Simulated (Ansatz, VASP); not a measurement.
Two plane-wave programs on Cu

The input INCAR:

```
SYSTEM = Cu
  PREC = Accurate
  ENCUT = 600
  EDIFF = 1E-6
  ISMEAR = 0
  SIGMA = 0.05
  LREAL = .False.
  LASPH = .True.
  NELM = 120
  ALGO = Normal
  ISIF = 2
  LWAVE = .False.
  LCHARG = .False.
  GGA = PE
  NBANDS = 12
  GGA_COMPAT = .False.
```

Contents of KPOINTS:

```
regular mesh
0
Gamma
  10 10 10
  0 0 0
```

The input POSCAR:

```
Cu
1.0
   -1.4411503906      1.4411503906      1.4411503906
    1.4411503906     -1.4411503906      1.4411503906
    1.4411503906      1.4411503906     -1.4411503906
Cu
1
Direct
    0.0000000000      0.0000000000      0.0000000000
```

Input for Ansatz:

```yaml
crystal:
  lattice:
    - [-1.4411503906, 1.4411503906, 1.4411503906]
    - [1.4411503906, -1.4411503906, 1.4411503906]
    - [1.4411503906, 1.4411503906, -1.4411503906]
  atoms:
    - { symbol: Cu, position: [0.0, 0.0, 0.0] }
basis:
  ecutwfc: 600
  ecutrho_ratio: 5
kpoints:
  mp_grid: { grid: [10, 10, 10] }
hamiltonian:
  xc: pbe
scf:
  occupations: { method: gaussian, width: 0.05 }
output:
  forces: true
  stress: true
  eigenvalues: true
```

Alike in both runs: task single point; functional PBE; k mesh 10 × 10 × 10; occupations gaussian, width 0.05 eV; no spin polarisation.

|  | VASP | Ansatz |
| --- | --- | --- |
| version | VASP 6.6.1 | Ansatz 0.2.0 |
| potentials or method | VASP PAW PBE potentials, release 64 (Cu), cutoff 600 eV | scalar-relativistic, plane waves, PAW |
| valence electrons in the cell | 11 | 19 |

```tsv
	VASP	Ansatz	Ansatz less VASP
gap on the k mesh at the Fermi level (eV)	none	none	-
pressure (GPa)	0.7	0.1	-0.67
```

A gap of «none» marks a metal or a gap that the smearing closes. The functional is the same, so the differences come from potentials, cutoffs and numerics. VASP's potentials hold 11 valence electrons a cell and Ansatz's 19, so a difference there can come from the potentials and not from the codes.
